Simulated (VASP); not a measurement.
A run of VASP 6.6.1 is set up as follows.

Contents of INCAR:

```
PREC = Accurate
ENCUT = 520
EDIFF = 1E-6
ISMEAR = -1
SIGMA = 0.15
LREAL = Auto
LASPH = T
NELM = 60
ALGO = Normal
ISIF = 2
LWAVE = F
LCHARG = F
GGA = PE
NBANDS = 30
```

Contents of KPOINTS:

```
regular mesh
0
Gamma
  5 5 3
```

File POSCAR:

```
Be16H
1.0
   -2.2900000000     -3.9663960000      0.0000000000
    3.4350000000     -1.9831980000      0.0000000000
    0.0000000000      0.0000000000      7.1768600000
Be H
16 1
Direct
    0.7498027009      0.5072073319     -0.0031859337
    0.4925476745      0.3381330931      0.2537129051
    0.7497446473      0.4947034184      0.5024461951
    0.4993018400      0.3341578497      0.7504892112
    0.4924503759     -0.0064391963     -0.0035621428
    0.2497793544      0.8310668767      0.2507490741
    0.4993456931     -0.0022886064      0.4996818943
    0.2497725245      0.8312227311      0.7470682165
    0.2497448178      0.5005375932     -0.0005063496
    0.0068570851      0.3379032678      0.2536865705
    0.2497363698      0.5006003746      0.5030925781
    0.0002727086      0.3341992730      0.7504821050
    0.0070061875     -0.0063621050     -0.0035165797
    0.7498999281      0.8244078124      0.2533768250
    0.0002755933     -0.0023472755      0.4997154745
    0.7497716007      0.8370948953      0.7477290904
    0.7495288232      0.1652416318      0.1248654704
```

Potentials or basis: VASP PAW PBE potentials, release 64 (Be, H).

Run with:

```console
$ cat potpaw_PBE.64/Be/POTCAR potpaw_PBE.64/H/POTCAR > POTCAR
$ mpirun -np 1 vasp_std > vasp.out
```

Task: Estimate the largest force.

Result: 0.013 eV/Å.

Task: Predict the pressure.

Result: 0.0 GPa.

Task: What does it give for the band gap on the k mesh?

Result: Zero (an odd number of electrons rules out a gap without spin polarisation).

Forces on the atoms (eV/Å):
```
Be   0.006 -0.002 -0.001
Be  -0.005  0.002 -0.001
Be   0.009 -0.006  0.002
Be  -0.010  0.006 -0.001
Be   0.004 -0.007  0.001
Be  -0.002  0.003  0.002
Be   0.008 -0.004  0.000
Be  -0.009  0.005 -0.001
Be   0.005 -0.002 -0.003
Be  -0.003 -0.003  0.001
Be   0.007 -0.005  0.001
Be  -0.011  0.008  0.000
Be   0.006 -0.001 -0.002
Be  -0.008  0.008  0.000
Be   0.010 -0.004 -0.001
Be  -0.010  0.006 -0.002
H    0.003 -0.003  0.004
```
